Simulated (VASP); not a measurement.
Crystal: GaN.

```
Ga N
1.0
     0.00000    2.27421    2.27421
     2.27421    0.00000    2.27421
     2.27421    2.27421    0.00000
Ga N
1 1
Direct
  0.00000 0.00000 0.00000
  0.75000 0.75000 0.75000
```

- Program: VASP 6.6.1
- Task: relaxation of cell and atoms
- Functional: r2SCAN
- Potentials or basis: VASP PAW PBE potentials, release 64 (Ga_d, N)
- Cutoff: 600 eV
- k mesh: 8 × 8 × 8
- Occupations: fermi-dirac, width 0.02 eV
- Spin: no spin polarisation

At the start: pressure -5.1 GPa; volume 11.76 Å³/atom.

Task: Where does the relaxation end?

Result: Over 4 steps the energy falls by 5.3 meV/atom and the volume is 11.44 Å³/atom (-2.7 %); space group F-43m (No. 216, to 0.1 Å) before and after.

Step by step:
```csv
step,energy change (eV),largest force (eV/Å),pressure (GPa),volume (Å³)
1,0.0000,0.0000,-5.09,23.52
2,-0.0005,0.0000,6.23,22.28
3,-0.0107,0.0000,0.19,22.86
4,-0.0107,0.0000,-0.06,22.88
```

Final structure:
```
Ga N
1.0
     0.00000    2.25336    2.25336
     2.25336    0.00000    2.25336
     2.25336    2.25336    0.00000
Ga N
1 1
Direct
  0.00000 0.00000 0.00000
  0.75000 0.75000 0.75000
```

Caveat: the PAW data sets were made with another functional, which shifts forces and pressure a little.
